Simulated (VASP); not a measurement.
The system is P.

```xyz
12
Lattice="-3.6423 3.6423 3.6423 3.6423 -3.6423 3.6423 3.6423 3.6423 -3.6423" Properties=species:S:1:pos:R:3 pbc="T T T"
P     1.6863    2.7973   -1.1204
P     1.1204    5.3286    0.8450
P     4.4873    2.5219    1.9560
P     2.7973    1.1204    1.9560
P     5.3286    0.8450    1.1204
P     0.8450    1.1204    5.3286
P     1.1204    1.9560    2.7973
P    -1.1204    1.6863    2.7973
P     1.9560    2.7973    1.1204
P     2.5219    1.9560    4.4873
P     2.7973   -1.1204    1.6863
P     1.9560    4.4873    2.5219
```

The cell was built from a structure type or drawn by symmetry, and may not be a known phase.

```yaml
Program: VASP 6.6.1
Task: relaxation of cell and atoms
Functional: PBE
Potentials_or_basis: VASP PAW PBE potentials, release 64 (P)
Cutoff: 600 eV
k_mesh: 4 × 4 × 4
Occupations: gaussian, width 0.1 eV
Spin: no spin polarisation
```

At the start: pressure 34.7 GPa; volume 16.11 Å³/atom.

Task: Where does the relaxation end?

Result: Over 52 steps the energy falls by 712.5 meV/atom and the volume is 24.67 Å³/atom (+53.2 %); space group I2_13 (No. 199, to 0.1 Å) before and after.

Step by step:
```csv
step,energy change (eV),largest force (eV/Å),pressure (GPa),volume (Å³)
1,0.0000,3.0549,34.72,193.28
3,-5.2368,0.9445,1.54,244.32
5,-5.2414,0.8940,2.23,242.14
7,-6.4331,0.6733,-0.64,280.32
9,-6.7488,0.3377,0.59,301.18
11,-6.8138,0.7963,-2.23,336.22
13,-7.0036,0.4635,-0.85,333.01
15,-7.2442,0.7166,2.32,410.33
17,-7.4497,0.4398,-0.84,409.73
19,-7.5189,0.1750,-0.07,397.78
21,-7.5994,0.1012,-0.92,450.95
23,-7.6527,0.2673,0.11,428.51
25,-7.6716,0.3296,0.35,426.95
27,-7.7087,0.4250,0.01,425.50
29,-7.7434,0.2469,-0.13,426.73
31,-7.7899,0.1570,-0.84,427.16
33,-7.8930,0.2475,-0.39,411.89
35,-7.9113,0.4898,-0.01,402.43
37,-7.9907,0.4520,-0.26,391.25
39,-8.2041,0.4506,-1.48,343.50
41,-8.4857,0.3294,-0.04,296.38
43,-8.4787,0.3975,0.87,289.92
45,-8.5012,0.2024,0.13,279.36
47,-8.5204,0.1248,0.26,284.00
49,-8.5400,0.1314,-0.46,294.57
51,-8.5489,0.0691,0.07,295.62
52,-8.5503,0.0320,0.00,296.08
```

Final structure:
```yaml
crystal:
  lattice:
    - [-4.19872, 4.19872, 4.19872]
    - [4.19872, -4.19872, 4.19872]
    - [4.19872, 4.19872, -4.19872]
  atoms:
    - { symbol: P, position: [0.19478, 0.11072, 0.68050] }
    - { symbol: P, position: [0.91593, 0.30522, 0.98571] }
    - { symbol: P, position: [0.51429, 0.81950, 0.93022] }
    - { symbol: P, position: [0.38928, 0.58407, 0.56978] }
    - { symbol: P, position: [0.30522, 0.98571, 0.91593] }
    - { symbol: P, position: [0.98571, 0.91593, 0.30522] }
    - { symbol: P, position: [0.58407, 0.56978, 0.38928] }
    - { symbol: P, position: [0.68050, 0.19478, 0.11072] }
    - { symbol: P, position: [0.56978, 0.38928, 0.58407] }
    - { symbol: P, position: [0.81950, 0.93022, 0.51429] }
    - { symbol: P, position: [0.11072, 0.68050, 0.19478] }
    - { symbol: P, position: [0.93022, 0.51429, 0.81950] }
```

Caveat: the volume moved by over 15 % at a fixed basis, so the end points are rough.
